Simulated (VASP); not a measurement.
# Sn (Fd-3m) in VASP: notebook

The runs below take Sn through single point, relaxation of cell and atoms, with PBE.

Program: VASP 6.6.1. These are calculated values, not measurements. Logs are shortened: lines on timing, memory, paths and dates and some standing lists are left out, and cuts for length are marked.

**1. The cell of the first run**

Symmetry: Fd-3m, No. 227, cubic system. The conventional cell has a = 6.655 Å, b = 6.655 Å, c = 6.655 Å, α = 90.00°, β = 90.00°, γ = 90.00°. Sn (site symmetry -43m) has 4 Sn at 2.88 Å within 3.8 Å.

**2. Single point, PBE**

The input, INCAR:

```
PREC = Accurate
ENCUT = 520
EDIFF = 1E-7
ISMEAR = 0
SIGMA = 0.1
LREAL = False
LASPH = True
NELM = 60
ALGO = Normal
ISIF = 2
LWAVE = False
LCHARG = True
GGA = PE
LELF = True
LVHAR = True
NBANDS = 21
```

The input, KPOINTS:

```
regular mesh
0
Gamma
  12 12 12
```

The input, POSCAR:

```
Sn
1.0
    0.0000000000      3.3273247541      3.3273247541
    3.3273247541      0.0000000000      3.3273247541
    3.3273247541      3.3273247541      0.0000000000
Sn
2
Direct
    0.0000000000      0.0000000000      0.0000000000
    0.2500000000      0.2500000000      0.2500000000
```

Potentials or basis: VASP PAW PBE potentials, release 64 (Sn_d).

On the command line:

```console
$ cat potpaw_PBE.64/Sn_d/POTCAR > POTCAR
$ mpirun -np 1 vasp_std > vasp.out
```

OUTCAR:

```text
PREC = Accurate
   ENCUT = 520
   EDIFF = 1E-7
   ISMEAR = 0
   LREAL = False
   LASPH = True
   NELM = 60
   ISIF = 2
   GGA = PE

 ion  position               nearest neighbor table
   1  0.000  0.000  0.000-   2 2.88   2 2.88   2 2.88   2 2.88
   2  0.250  0.250  0.250-   1 2.88   1 2.88   1 2.88   1 2.88

  LATTYP: Found a face centered cubic cell.
 ALAT       =     6.6546495082

  Lattice vectors:

 A1 = (   0.0000000000,   3.3273247541,   3.3273247541)
 A2 = (   3.3273247541,   0.0000000000,   3.3273247541)
 A3 = (   3.3273247541,   3.3273247541,   0.0000000000)

Analysis of symmetry for initial positions (statically):
=====================================================================
 Subroutine PRICEL returns:
 Original cell was already a primitive cell.

 Routine SETGRP: Setting up the symmetry group for a
 face centered cubic supercell.

 Subroutine GETGRP returns: Found 48 space group operations
 (whereof 24 operations were pure point group operations)
 out of a pool of 48 trial point group operations.

The static configuration has the point symmetry T_d .
 The point group associated with its full space group is O_h .

Analysis of symmetry for dynamics (positions and initial velocities):
=====================================================================
 Subroutine PRICEL returns:
 Original cell was already a primitive cell.

 Routine SETGRP: Setting up the symmetry group for a
 face centered cubic supercell.

 Subroutine GETGRP returns: Found 48 space group operations
 (whereof 24 operations were pure point group operations)
 out of a pool of 48 trial point group operations.

The dynamic configuration has the point symmetry T_d .
 The point group associated with its full space group is O_h .

 Subroutine INISYM returns: Found 48 space group operations
 (whereof 24 operations are pure point group operations),
 and found     1 'primitive' translations

----------------------------------------------------------------------------------------

                                     Primitive cell

  volume of cell :      73.6742

  direct lattice vectors                    reciprocal lattice vectors
     0.000000000  3.327324754  3.327324754    -0.150270874  0.150270874  0.150270874
     3.327324754  0.000000000  3.327324754     0.150270874 -0.150270874  0.150270874
     3.327324754  3.327324754  0.000000000     0.150270874  0.150270874 -0.150270874

  length of vectors
     4.705547794  4.705547794  4.705547794     0.260276789  0.260276789  0.260276789

  position of ions in fractional coordinates (direct lattice)
     0.000000000  0.000000000  0.000000000
     0.250000000  0.250000000  0.250000000

  ion indices of the primitive-cell ions
   primitive index   ion index
                 1           1
                 2           2

----------------------------------------------------------------------------------------

 KPOINTS: regular mesh

Automatic generation of k-mesh.
 Grid dimensions read from file:
 generate k-points for:   12   12   12

 Generating k-lattice:

  Cartesian coordinates                     Fractional coordinates (reciprocal lattice)
    -0.012522573  0.012522573  0.012522573     0.083333333  0.000000000  0.000000000
     0.012522573 -0.012522573  0.012522573     0.000000000  0.083333333  0.000000000
     0.012522573  0.012522573 -0.012522573     0.000000000  0.000000000  0.083333333

  Length of vectors
     0.021689732  0.021689732  0.021689732

  Shift w.r.t. Gamma in fractional coordinates (k-lattice)
     0.000000000  0.000000000  0.000000000

 Subroutine IBZKPT returns following result:
 ===========================================

 Found     72 irreducible k-points:

 Following reciprocal coordinates:
            Coordinates               Weight
  0.000000  0.000000  0.000000      1.000000
  0.083333  0.000000  0.000000      8.000000
  0.166667  0.000000  0.000000      8.000000
  0.250000  0.000000  0.000000      8.000000
  0.333333  0.000000  0.000000      8.000000
  0.416667  0.000000  0.000000      8.000000
[... 16 lines left out ...]
  0.500000  0.166667  0.000000     24.000000
 -0.416667  0.166667  0.000000     24.000000
 [... further k-points ...]
   k-points           NKPTS =     72   k-points in BZ     NKDIM =     72   number of bands    NBANDS=     21
   number of dos      NEDOS =    301   number of ions     NIONS =      2
   total plane-waves  NPLWV =  46656
   dimension x,y,z NGX =    36 NGY =   36 NGZ =   36
   dimension x,y,z NGXF=    72 NGYF=   72 NGZF=   72
   ions per type =               2
   NGX,Y,Z   is equivalent  to a cutoff of  12.72, 12.72, 12.72 a.u.
   NGXF,Y,Z  is equivalent  to a cutoff of  25.44, 25.44, 25.44 a.u.
 SYSTEM =  unknown system
   PREC   = accura    normal or accurate (medium, high low for compatibility)
   ISTART =      0    job   : 0-new  1-cont  2-samecut
   ICHARG =      2    charge: 1-file 2-atom 10-const
   ISPIN  =      1    spin polarized calculation?
   LNONCOLLINEAR =      F non collinear calculations
   LSORBIT =      F    spin-orbit coupling
   LASPH  =      T    aspherical Exc in radial PAW
   ENCUT  =  520.0 eV  38.22 Ry    6.18 a.u.   8.75  8.75  8.75*2*pi/ulx,y,z
   NELM   =     60;   NELMIN=  2; NELMDL= -5     # of ELM steps
   EDIFF  = 0.1E-06   stopping-criterion for ELM
   LREAL  =      F    real-space projection
   EDIFFG = 0.1E-05   stopping-criterion for IOM
   NSW    =      0    number of steps for IOM
   IBRION =     -1    ionic relax: 0-MD 1-quasi-New 2-CG
   NFREE  =      0    steps in history (QN), initial steepest desc. (CG)
   ISIF   =      2    stress and relaxation
   ISYM   =      2    0-nonsym 1-usesym 2-fastsym
   POTIM  = 0.5000    time-step for ionic-motion
   TEBEG  =    0.0;   TEEND  =   0.0 temperature during run
   PSTRESS=    0.0 pullay stress
   NELECT =      28.0000    total number of electrons
   NUPDOWN=      -1.0000    fix difference up-down
   EMIN   =  10.00;   EMAX   =-10.00  energy-range for DOS
   EFERMI =   0.00;   METHOD = LEGACY
   ISMEAR =     0;   SIGMA  =   0.10  broadening in eV -4-tet -1-fermi 0-gaus
   EFERMI_NEDOS =   21; number of points for ismear=-14 and -15
   IALGO  =     38    algorithm
   IMIX   =      4    mixing-type and parameters
     AMIX     =   0.40;   BMIX     =  1.00
     AMIX_MAG =   1.60;   BMIX_MAG =  1.00
  volume/ion in A,a.u.               =      36.84       248.59
  Fermi-wavevector in a.u.,A,eV,Ry     =   1.185830  2.240893 19.132404  1.406192
  Thomas-Fermi vector in A             =   2.322015
   LORBIT       =      0    0 simple, 1 ext, 2 COOP (PROOUT), +10 PAW based schemes
   GGA     = PE    functional components
   LHFCALC =     F    Hartree Fock is set to
   AEXX    =    0.0000 exact exchange contribution
   IVDW    =     0    specifies the selected vdW correction
   LEPSILON=     F    determine dielectric tensor
   LRPA    =     F    only Hartree local field effects (RPA)
 non-spin polarized calculation
 Gauss-broadening in eV      SIGMA  =   0.10
  energy-cutoff  :      520.00
  volume of cell :       73.67
 maximum number of plane-waves:      2012
   NGX = 17   NGY = 17   NGZ = 17

 number of electron      28.0000007 magnetization

 Free energy of the ion-electron system (eV)
  ---------------------------------------------------
  ext. energy  EPLUGINS =         0.00000000
  ---------------------------------------------------
  free energy    TOTEN  =        -7.69322535 eV

  energy without entropy =       -7.69192719  energy(sigma->0) =       -7.69257627

 E-fermi :   4.8508     XC(G=0):  -8.5508

 val. band max:        4.8361188462   @ k =   0.0833   0.0000   0.0000
 cond. band min:       4.8962896599   @ k =   0.3333   0.0000   0.0000
 fundamental gap:      0.0601708137
 Fermi energy:         4.8507939530

 k-point     1 :       0.0000    0.0000    0.0000
  band No.  band energies     occupation
      1     -16.6780      2.00000
      2     -16.6780      2.00000
      3     -16.6780      2.00000
      4     -16.6281      2.00000
      5     -16.6281      2.00000
      6     -16.3757      2.00000
[... 13 lines left out ...]
     20      12.6577      0.00000
     21      12.6577      0.00000

 k-point     2 :       0.0833    0.0000    0.0000
  band No.  band energies     occupation
      1     -16.6824      2.00000
      2     -16.6824      2.00000
      3     -16.6766      2.00000
      4     -16.6221      2.00000
      5     -16.6221      2.00000
      6     -16.3892      2.00000
[... 13 lines left out ...]
     20      12.1416      0.00000
     21      12.1416      0.00000

 k-point     3 :       0.1667    0.0000    0.0000
  band No.  band energies     occupation
      1     -16.6910      2.00000
      2     -16.6910      2.00000
      3     -16.6726      2.00000
      4     -16.6094      2.00000
      5     -16.6094      2.00000
      6     -16.4031      2.00000
[... 13 lines left out ...]
     20      11.7200      0.00000
     21      11.7200      0.00000

 k-point     4 :       0.2500    0.0000    0.0000
  band No.  band energies     occupation
      1     -16.6987      2.00000
      2     -16.6987      2.00000
      3     -16.6669      2.00000
      4     -16.5963      2.00000
      5     -16.5963      2.00000
      6     -16.4148      2.00000
[... 13 lines left out ...]
     20      11.6791      0.00000
     21      11.6791      0.00000

 k-point     5 :       0.3333    0.0000    0.0000
  band No.  band energies     occupation
      1     -16.7040      2.00000
      2     -16.7040      2.00000
      3     -16.6610      2.00000
      4     -16.5864      2.00000
      5     -16.5864      2.00000
      6     -16.4230      2.00000
[... 13 lines left out ...]
     20      12.0831      0.00000
     21      12.0831      0.00000
[... 382 lines left out ...]
     20      12.4101      0.00000
     21      13.0400      0.00000

 k-point    22 :       0.4167    0.1667    0.0000
  band No.  band energies     occupation
      1     -16.7209      2.00000
      2     -16.7081      2.00000
      3     -16.6464      2.00000
      4     -16.5752      2.00000
      5     -16.5524      2.00000
      6     -16.4731      2.00000
[... 13 lines left out ...]
     20      12.7728      0.00000
     21      13.5533      0.00000

 k-point    23 :       0.5000    0.1667    0.0000
  band No.  band energies     occupation
      1     -16.7260      2.00000
      2     -16.7120      2.00000
      3     -16.6338      2.00000
      4     -16.5648      2.00000
      5     -16.5555      2.00000
      6     -16.4664      2.00000
[... 13 lines left out ...]
     20      13.2417      0.00000
     21      13.5425      0.00000

 k-point    24 :      -0.4167    0.1667    0.0000
  band No.  band energies     occupation
      1     -16.7266      2.00000
      2     -16.7142      2.00000
      3     -16.6278      2.00000
      4     -16.5654      2.00000
      5     -16.5578      2.00000
      6     -16.4513      2.00000
[... 13 lines left out ...]
     20      12.5501      0.00000
     21      12.7568      0.00000

 [... further k-points ...]

------------------------ aborting loop because EDIFF is reached ----------------------------------------

  FORCE on cell =-STRESS in cart. coord.  units (eV):
  Direction    XX          YY          ZZ          XY          YZ          ZX
  --------------------------------------------------------------------------------------
  -------------------------------------------------------------------------------------
  Total       -0.0154434     -0.0154434     -0.0154434      0.0000000      0.0000000     -0.0000000
  in kB       -0.3358453     -0.3358453     -0.3358453      0.0000000      0.0000000     -0.0000000
  external PRESSURE =      -0.3358453 kB  Pullay stress =       0.0000000 kB

 VOLUME and BASIS-vectors are now :
 -----------------------------------------------------------------------------
  energy-cutoff  :      520.00
  volume of cell :       73.67
      direct lattice vectors                 reciprocal lattice vectors
     0.000000000  3.327324754  3.327324754    -0.150270874  0.150270874  0.150270874
     3.327324754  0.000000000  3.327324754     0.150270874 -0.150270874  0.150270874
     3.327324754  3.327324754  0.000000000     0.150270874  0.150270874 -0.150270874

 POSITION                                       TOTAL-FORCE (eV/Angst)
 -----------------------------------------------------------------------------------
      0.00000      0.00000      0.00000        -0.000000     -0.000000      0.000000
      1.66366      1.66366      1.66366         0.000000      0.000000     -0.000000
 -----------------------------------------------------------------------------------
    total drift:                                0.000000      0.000000      0.000000

  FREE ENERGIE OF THE ION-ELECTRON SYSTEM (eV)
  ---------------------------------------------------
  free  energy   TOTEN  =        -7.6932253510 eV

  energy  without entropy=       -7.6919271910  energy(sigma->0) =       -7.69257627
```

Wall time 74 s (1 thread of Intel Xeon 6975P-C, shared host); peak memory 0.25 GiB.

What came out:

```yaml
Free_energy: -7.6932 eV
Pressure: 0.0 GPa
Band_gap_on_the_k_mesh: zero (band 14 reaches 4.96 eV, above the bottom of band 15 at 4.73 eV)
```

Levels at points of the mesh, in eV from the Fermi level:
```
           k point  band 12  band 13  band 14  band 15  band 16  band 17
(0.00, 0.00, 0.00)    -1.13     0.11     0.11     0.11     2.17     2.17
(0.50, 0.00, 0.00)    -6.01    -0.98    -0.98    -0.12     3.22     3.22
(0.50, 0.50, 0.00)    -7.25    -2.20    -2.20     0.92     0.92     7.28
```

Caveat: spin-orbit coupling is left out, which moves the levels of the heavy elements.

**3. Single point, PBE**

The input, INCAR:

```
SYSTEM = Sn
  PREC = Accurate
  ENCUT = 520
  EDIFF = 1E-7
  ISMEAR = 0
  SIGMA = 0.1
  LREAL = .FALSE.
  LASPH = .TRUE.
  NELM = 100
  ALGO = Fast
  ISIF = 2
  LWAVE = .FALSE.
  LCHARG = .TRUE.
  GGA = PE
  LELF = .TRUE.
  LVHAR = .TRUE.
  NBANDS = 21
```

The input, KPOINTS:

```
Automatic mesh
0
G
  12 12 12
  0 0 0
```

POSCAR is that of step 2.

Potentials or basis: VASP PAW PBE potentials, release 64 (Sn_d).

On the command line:

```console
$ cat potpaw_PBE.64/Sn_d/POTCAR > POTCAR
$ mpirun -np 1 vasp_std > vasp.out
```

Run time: 1.7 min. Hardware: 1 thread of Intel Xeon 6975P-C, shared host; peak memory 0.25 GiB.

It converged, with:

```yaml
Free_energy: -7.6932 eV
Pressure: 0.0 GPa
Band_gap_on_the_k_mesh: zero (band 14 reaches 4.96 eV, above the bottom of band 15 at 4.73 eV)
```

Levels at points of the mesh, in eV from the Fermi level:
| k point | band 12 | band 13 | band 14 | band 15 | band 16 | band 17 |
| --- | --- | --- | --- | --- | --- | --- |
| (0.00, 0.00, 0.00) | -1.13 | 0.11 | 0.11 | 0.11 | 2.17 | 2.17 |
| (0.50, 0.00, 0.00) | -6.01 | -0.98 | -0.98 | -0.12 | 3.22 | 3.22 |
| (0.50, 0.50, 0.00) | -7.25 | -2.20 | -2.20 | 0.92 | 0.92 | 7.28 |

Caveat: spin-orbit coupling is left out, which moves the levels of the heavy elements.

(Part 1 of 3 ends here.)
